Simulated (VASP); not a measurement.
# In3As (Pm-3m) in VASP: notebook

In3As is run at these levels: PBE, LDA; tasks: single point.

All numbers are computed with VASP 6.6.1; they aren't measurements. Logs are shortened: lines on timing, memory, paths and dates and some standing lists are left out, and cuts for length are marked.

## (1) The cell of the first run

Symmetry: Pm-3m, No. 221, cubic system. Conventional cell: a = 4.672 Å, b = 4.672 Å, c = 4.672 Å, α = 90.00°, β = 90.00°, γ = 90.00°. In (site symmetry 4/mmm) has 8 In at 3.30 Å and 4 As at 3.30 Å within 4.3 Å. As (site symmetry m-3m) has 12 In at 3.30 Å within 4.3 Å.

## (2) Single point, PBE

INCAR reads:

```
PREC = Accurate
ENCUT = 520
EDIFF = 1E-6
ISMEAR = -1
SIGMA = 0.05
LREAL = False
LASPH = True
NELM = 80
ALGO = Normal
ISIF = 2
LWAVE = False
LCHARG = False
GGA = PE
NBANDS = 30
```

KPOINTS reads:

```
Automatic mesh
0
Gamma
  6 6 6
```

POSCAR reads:

```
In3As
1.0
    4.6716810000      0.0000000000      0.0000000000
    0.0000000000      4.6716810000      0.0000000000
    0.0000000000      0.0000000000      4.6716810000
In As
3 1
Direct
    0.5000000000      0.5000000000      0.0000000000
    0.5000000000      0.0000000000      0.5000000000
    0.0000000000      0.5000000000      0.5000000000
    0.0000000000      0.0000000000      0.0000000000
```

Potentials or basis: VASP PAW PBE potentials, release 64 (In_d, As).

Command:

```console
cat potpaw_PBE.64/In_d/POTCAR potpaw_PBE.64/As/POTCAR > POTCAR
mpirun -np 1 vasp_std > vasp.out
```

OUTCAR:

```text
PREC = Accurate
   ENCUT = 520
   EDIFF = 1E-6
   ISMEAR = -1
   LREAL = False
   LASPH = True
   NELM = 80
   ISIF = 2
   GGA = PE

 ion  position               nearest neighbor table
   1  0.500  0.500  0.000-   2 3.30   3 3.30   4 3.30   2 3.30   3 3.30   2 3.30   4 3.30   2 3.30
                             3 3.30   4 3.30   3 3.30   4 3.30
   2  0.500  0.000  0.500-   1 3.30   3 3.30   4 3.30   1 3.30   4 3.30   1 3.30   3 3.30   1 3.30
                             3 3.30   4 3.30   4 3.30   3 3.30
   3  0.000  0.500  0.500-   1 3.30   2 3.30   4 3.30   1 3.30   4 3.30   2 3.30   4 3.30   4 3.30
                             1 3.30   2 3.30   1 3.30   2 3.30
   4  0.000  0.000  0.000-   1 3.30   2 3.30   3 3.30   2 3.30   3 3.30   1 3.30   3 3.30   3 3.30
                             1 3.30   2 3.30   2 3.30   1 3.30

  LATTYP: Found a simple cubic cell.
 ALAT       =     4.6716810000

  Lattice vectors:

 A1 = (   4.6716810000,   0.0000000000,   0.0000000000)
 A2 = (   0.0000000000,   4.6716810000,   0.0000000000)
 A3 = (   0.0000000000,   0.0000000000,   4.6716810000)

Analysis of symmetry for initial positions (statically):
=====================================================================
 Subroutine PRICEL returns:
 Original cell was already a primitive cell.

 Routine SETGRP: Setting up the symmetry group for a
 simple cubic supercell.

 Subroutine GETGRP returns: Found 48 space group operations
 (whereof 48 operations were pure point group operations)
 out of a pool of 48 trial point group operations.

The static configuration has the point symmetry O_h .

Analysis of symmetry for dynamics (positions and initial velocities):
=====================================================================
 Subroutine PRICEL returns:
 Original cell was already a primitive cell.

 Routine SETGRP: Setting up the symmetry group for a
 simple cubic supercell.

 Subroutine GETGRP returns: Found 48 space group operations
 (whereof 48 operations were pure point group operations)
 out of a pool of 48 trial point group operations.

The dynamic configuration has the point symmetry O_h .

 Subroutine INISYM returns: Found 48 space group operations
 (whereof 48 operations are pure point group operations),
 and found     1 'primitive' translations

----------------------------------------------------------------------------------------

                                     Primitive cell

  volume of cell :     101.9576

  direct lattice vectors                    reciprocal lattice vectors
     4.671681000  0.000000000  0.000000000     0.214055711  0.000000000  0.000000000
     0.000000000  4.671681000  0.000000000     0.000000000  0.214055711  0.000000000
     0.000000000  0.000000000  4.671681000     0.000000000  0.000000000  0.214055711

  length of vectors
     4.671681000  4.671681000  4.671681000     0.214055711  0.214055711  0.214055711

  position of ions in fractional coordinates (direct lattice)
     0.500000000  0.500000000  0.000000000
     0.500000000  0.000000000  0.500000000
     0.000000000  0.500000000  0.500000000
     0.000000000  0.000000000  0.000000000

  ion indices of the primitive-cell ions
   primitive index   ion index
                 1           1
                 2           2
                 3           3
                 4           4

----------------------------------------------------------------------------------------

 KPOINTS: Automatic mesh

Automatic generation of k-mesh.
 Grid dimensions read from file:
 generate k-points for:    6    6    6

 Generating k-lattice:

  Cartesian coordinates                     Fractional coordinates (reciprocal lattice)
     0.035675952  0.000000000  0.000000000     0.166666667  0.000000000  0.000000000
     0.000000000  0.035675952  0.000000000     0.000000000  0.166666667  0.000000000
     0.000000000  0.000000000  0.035675952     0.000000000  0.000000000  0.166666667

  Length of vectors
     0.035675952  0.035675952  0.035675952

  Shift w.r.t. Gamma in fractional coordinates (k-lattice)
     0.000000000  0.000000000  0.000000000

 Subroutine IBZKPT returns following result:
 ===========================================

 Found     20 irreducible k-points:

 Following reciprocal coordinates:
            Coordinates               Weight
  0.000000  0.000000  0.000000      1.000000
  0.166667  0.000000  0.000000      6.000000
  0.333333  0.000000  0.000000      6.000000
  0.500000  0.000000  0.000000      3.000000
  0.166667  0.166667  0.000000     12.000000
  0.333333  0.166667  0.000000     24.000000
[... 12 lines left out ...]
  0.500000  0.500000  0.333333      6.000000
  0.500000  0.500000  0.500000      1.000000
   k-points           NKPTS =     20   k-points in BZ     NKDIM =     20   number of bands    NBANDS=     30
   number of dos      NEDOS =    301   number of ions     NIONS =      4
   total plane-waves  NPLWV =  46656
   dimension x,y,z NGX =    36 NGY =   36 NGZ =   36
   dimension x,y,z NGXF=    72 NGYF=   72 NGZF=   72
   ions per type =               3   1
   NGX,Y,Z   is equivalent  to a cutoff of  12.81, 12.81, 12.81 a.u.
   NGXF,Y,Z  is equivalent  to a cutoff of  25.62, 25.62, 25.62 a.u.
 SYSTEM =  unknown system
   PREC   = accura    normal or accurate (medium, high low for compatibility)
   ISTART =      0    job   : 0-new  1-cont  2-samecut
   ICHARG =      2    charge: 1-file 2-atom 10-const
   ISPIN  =      1    spin polarized calculation?
   LNONCOLLINEAR =      F non collinear calculations
   LSORBIT =      F    spin-orbit coupling
   LASPH  =      T    aspherical Exc in radial PAW
   ENCUT  =  520.0 eV  38.22 Ry    6.18 a.u.   8.69  8.69  8.69*2*pi/ulx,y,z
   NELM   =     80;   NELMIN=  2; NELMDL= -5     # of ELM steps
   EDIFF  = 0.1E-05   stopping-criterion for ELM
   LREAL  =      F    real-space projection
   EDIFFG = 0.1E-04   stopping-criterion for IOM
   NSW    =      0    number of steps for IOM
   IBRION =     -1    ionic relax: 0-MD 1-quasi-New 2-CG
   NFREE  =      0    steps in history (QN), initial steepest desc. (CG)
   ISIF   =      2    stress and relaxation
   ISYM   =      2    0-nonsym 1-usesym 2-fastsym
   POTIM  = 0.5000    time-step for ionic-motion
   TEBEG  =    0.0;   TEEND  =   0.0 temperature during run
   PSTRESS=    0.0 pullay stress
   NELECT =      44.0000    total number of electrons
   NUPDOWN=      -1.0000    fix difference up-down
   EMIN   =  10.00;   EMAX   =-10.00  energy-range for DOS
   EFERMI =   0.00;   METHOD = LEGACY
   ISMEAR =    -1;   SIGMA  =   0.05  broadening in eV -4-tet -1-fermi 0-gaus
   EFERMI_NEDOS =   21; number of points for ismear=-14 and -15
   IALGO  =     38    algorithm
   IMIX   =      4    mixing-type and parameters
     AMIX     =   0.40;   BMIX     =  1.00
     AMIX_MAG =   1.60;   BMIX_MAG =  1.00
  volume/ion in A,a.u.               =      25.49       172.01
  Fermi-wavevector in a.u.,A,eV,Ry     =   1.237141  2.337858 20.823961  1.530518
  Thomas-Fermi vector in A             =   2.371720
   LORBIT       =      0    0 simple, 1 ext, 2 COOP (PROOUT), +10 PAW based schemes
   GGA     = PE    functional components
   LHFCALC =     F    Hartree Fock is set to
   AEXX    =    0.0000 exact exchange contribution
   IVDW    =     0    specifies the selected vdW correction
   LEPSILON=     F    determine dielectric tensor
   LRPA    =     F    only Hartree local field effects (RPA)
 non-spin polarized calculation
  energy-cutoff  :      520.00
  volume of cell :      101.96
 maximum number of plane-waves:      2800
 NGX is ok and might be reduce to    36
   NGX = 17   NGY = 17   NGZ = 17

 number of electron      43.9999975 magnetization

 Free energy of the ion-electron system (eV)
  ---------------------------------------------------
  ext. energy  EPLUGINS =         0.00000000
  ---------------------------------------------------
  free energy    TOTEN  =       -12.05365723 eV

  energy without entropy =      -12.03831473  energy(sigma->0) =      -12.04598598

 E-fermi :   6.6053     XC(G=0): -10.1412

 val. band max:        6.5983936563   @ k =   0.5000   0.0000   0.0000
 cond. band min:       6.6281735921   @ k =   0.3333   0.3333   0.3333
 fundamental gap:      0.0297799358
 Fermi energy:         6.6052888947

 k-point     1 :       0.0000    0.0000    0.0000
  band No.  band energies     occupation
      1      -8.0574      2.00000
      2      -8.0433      2.00000
      3      -8.0433      2.00000
      4      -8.0433      2.00000
      5      -7.8694      2.00000
      6      -7.8694      2.00000
[... 22 lines left out ...]
     29      12.6140      0.00000
     30      13.9004      0.00000

 k-point     2 :       0.1667    0.0000    0.0000
  band No.  band energies     occupation
      1      -8.0381      2.00000
      2      -8.0308      2.00000
      3      -8.0130      2.00000
      4      -8.0130      2.00000
      5      -7.8654      2.00000
      6      -7.8490      2.00000
[... 22 lines left out ...]
     29      13.3236      0.00000
     30      14.0231      0.00000

 k-point     3 :       0.3333    0.0000    0.0000
  band No.  band energies     occupation
      1      -8.0272      2.00000
      2      -7.9648      2.00000
      3      -7.9286      2.00000
      4      -7.9286      2.00000
      5      -7.8555      2.00000
      6      -7.7975      2.00000
[... 22 lines left out ...]
     29      13.6864      0.00000
     30      13.8110      0.00000

 k-point     4 :       0.5000    0.0000    0.0000
  band No.  band energies     occupation
      1      -8.0214      2.00000
      2      -7.9183      2.00000
      3      -7.8426      2.00000
      4      -7.8305      2.00000
      5      -7.8305      2.00000
      6      -7.7844      2.00000
[... 484 lines left out ...]
     29      14.1440      0.00000
     30      14.2703      0.00000

 k-point    19 :       0.5000    0.5000    0.3333
  band No.  band energies     occupation
      1      -7.9525      2.00000
      2      -7.9275      2.00000
      3      -7.9275      2.00000
      4      -7.9272      2.00000
      5      -7.8736      2.00000
      6      -7.8736      2.00000
[... 22 lines left out ...]
     29      14.3718      0.00000
     30      15.2908      0.00000

 k-point    20 :       0.5000    0.5000    0.5000
  band No.  band energies     occupation
      1      -7.9784      2.00000
      2      -7.9414      2.00000
      3      -7.9414      2.00000
      4      -7.9414      2.00000
      5      -7.8800      2.00000
      6      -7.8800      2.00000
[... 22 lines left out ...]
     29      15.7533      0.00000
     30      15.7555      0.00000

------------------------ aborting loop because EDIFF is reached ----------------------------------------

  FORCE on cell =-STRESS in cart. coord.  units (eV):
  Direction    XX          YY          ZZ          XY          YZ          ZX
  --------------------------------------------------------------------------------------
  -------------------------------------------------------------------------------------
  Total        0.3649182      0.3649182      0.3649182      0.0000000      0.0000000      0.0000000
  in kB        5.7343811      5.7343811      5.7343811      0.0000000      0.0000000      0.0000000
  external PRESSURE =       5.7343811 kB  Pullay stress =       0.0000000 kB

 VOLUME and BASIS-vectors are now :
 -----------------------------------------------------------------------------
  energy-cutoff  :      520.00
  volume of cell :      101.96
      direct lattice vectors                 reciprocal lattice vectors
     4.671681000  0.000000000  0.000000000     0.214055711  0.000000000  0.000000000
     0.000000000  4.671681000  0.000000000     0.000000000  0.214055711  0.000000000
     0.000000000  0.000000000  4.671681000     0.000000000  0.000000000  0.214055711

 POSITION                                       TOTAL-FORCE (eV/Angst)
 -----------------------------------------------------------------------------------
      2.33584      2.33584      0.00000         0.000000      0.000000      0.000000
      2.33584      0.00000      2.33584         0.000000      0.000000      0.000000
      0.00000      2.33584      2.33584         0.000000      0.000000      0.000000
      0.00000      0.00000      0.00000         0.000000      0.000000      0.000000
 -----------------------------------------------------------------------------------
    total drift:                                0.000000      0.000000      0.000000

  FREE ENERGIE OF THE ION-ELECTRON SYSTEM (eV)
  ---------------------------------------------------
  free  energy   TOTEN  =       -12.0536572305 eV

  energy  without entropy=      -12.0383147278  energy(sigma->0) =      -12.04598598
```

It took 54 s on 1 thread of Intel Xeon Platinum 8259CL at 2.50GHz (Skylake/Cascade Lake), shared host; peak memory 0.22 GiB.

What came out:

```yaml
Free_energy: -12.0537 eV
Pressure: 0.6 GPa
Band_gap_on_the_k_mesh: zero (bands 22 and 23 overlap by 3.84 eV)
```

Levels at points of the mesh, in eV from the Fermi level:
| k point | band 19 | band 20 | band 21 | band 22 | band 23 | band 24 | band 25 | band 26 |
| --- | --- | --- | --- | --- | --- | --- | --- | --- |
| (0.00, 0.00, 0.00) | -2.83 | -2.83 | -1.86 | -1.86 | 2.11 | 2.11 | 2.11 | 4.60 |
| (0.50, 0.00, 0.00) | -1.55 | -1.55 | -1.17 | -0.01 | -0.01 | 0.04 | 1.51 | 4.72 |
| (0.50, 0.50, 0.00) | -5.78 | -0.73 | -0.34 | 0.47 | 0.47 | 1.78 | 1.98 | 1.98 |
| (0.50, 0.50, 0.50) | -4.18 | -3.91 | -3.91 | -3.91 | -3.34 | 4.73 | 4.73 | 4.73 |

Caveat: spin-orbit coupling is left out, which moves the levels of the heavy elements.

## (3) Single point, LDA

This run uses another cell than the first one, of 26.00 Å³/atom.

INCAR reads:

```
PREC = Accurate ; ENCUT = 520
EDIFF = 1E-6 ; ISMEAR = -1
SIGMA = 0.05 ; LREAL = F
LASPH = T ; NELM = 80
ALGO = Fast ; ISIF = 2
LWAVE = F ; LCHARG = F
NBANDS = 30
```

KPOINTS reads:

```
regular mesh
0
Gamma
  6 6 6
```

POSCAR reads:

```
In3As
1.0
    4.7026201864      0.0000000000      0.0000000000
    0.0000000000      4.7026201864      0.0000000000
    0.0000000000      0.0000000000      4.7026201864
In As
3 1
Direct
    0.5000000000      0.5000000000      0.0000000000
    0.5000000000      0.0000000000      0.5000000000
    0.0000000000      0.5000000000      0.5000000000
    0.0000000000      0.0000000000      0.0000000000
```

Potentials or basis: VASP PAW LDA potentials, release 64 (In_d, As).

Command:

```console
cat potpaw_LDA.64/In_d/POTCAR potpaw_LDA.64/As/POTCAR > POTCAR
mpirun -np 1 vasp_std > vasp.out
```

It took 59 s on 1 thread of Intel Xeon Platinum 8259CL at 2.50GHz (Skylake/Cascade Lake), shared host; peak memory 0.2 GiB.

It converged, with:

| Item | Value |
| --- | --- |
| Free energy | -14.5547 eV |
| Pressure | -4.5 GPa |
| Band gap on the k mesh | zero (bands 22 and 23 overlap by 3.66 eV) |

Levels at points of the mesh, in eV from the Fermi level:
| k point | band 19 | band 20 | band 21 | band 22 | band 23 | band 24 | band 25 | band 26 |
| --- | --- | --- | --- | --- | --- | --- | --- | --- |
| (0.00, 0.00, 0.00) | -2.72 | -2.72 | -1.97 | -1.97 | 2.08 | 2.08 | 2.08 | 4.48 |
| (0.50, 0.00, 0.00) | -1.46 | -1.46 | -1.35 | 0.02 | 0.02 | 0.10 | 1.56 | 4.56 |
| (0.50, 0.50, 0.00) | -5.73 | -0.65 | -0.35 | 0.41 | 0.41 | 1.70 | 1.98 | 1.98 |
| (0.50, 0.50, 0.50) | -4.22 | -3.78 | -3.78 | -3.78 | -3.22 | 4.60 | 4.60 | 4.60 |

Caveat: the cell stands under tension; spin-orbit coupling is left out, which moves the levels of the heavy elements.

[end of part 1 of 2]
